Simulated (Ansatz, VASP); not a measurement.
# Two plane-wave programs on Ta2N

```
Ta N
1.0
     3.08882    0.00000    0.00000
    -1.54441    2.67500    0.00000
     0.00000    0.00000    4.82935
Ta N
2 1
Direct
  0.66667 0.33333 0.74669
  0.33333 0.66667 0.25331
  0.00000 0.00000 0.00000
```

Alike in both runs: task single point; functional LDA; k mesh 18 × 18 × 10; occupations gaussian, width 0.15 eV; no spin polarisation.

```csv
,VASP,Ansatz
version,VASP 6.6.1,Ansatz 0.2.0
potentials or method,"VASP PAW LDA potentials, release 64 (Ta_pv, N), cutoff 520 eV","scalar-relativistic, plane waves, PAW"
valence electrons in the cell,27,31
```

Ansatz gave:

* gap on the k mesh at the Fermi level (eV): none
* pressure (GPa): -7.8
* traceless stress, the component that is largest in VASP (GPa): -0.05
* rms of the force components (eV/Å): 0.077

**Question.** What did VASP give for the same quantities?

**Answer.** gap on the k mesh at the Fermi level (eV): none; pressure (GPa): -6.4; traceless stress, the component that is largest in VASP (GPa): -0.14; rms of the force components (eV/Å): 0.056.

Ansatz warns that its potentials were made for another functional, while VASP's fit it. LDA's correlation is that of Perdew and Zunger in VASP and of Perdew and Wang (1992) in Ansatz. Atom by atom the forces differ by 0.021 eV/Å (rms over components). A gap of «none» marks a metal or a gap that the smearing closes. VASP's potentials hold 27 valence electrons a cell and Ansatz's 31, so a difference there can come from the potentials and not from the codes.

Spin-orbit coupling is off throughout.
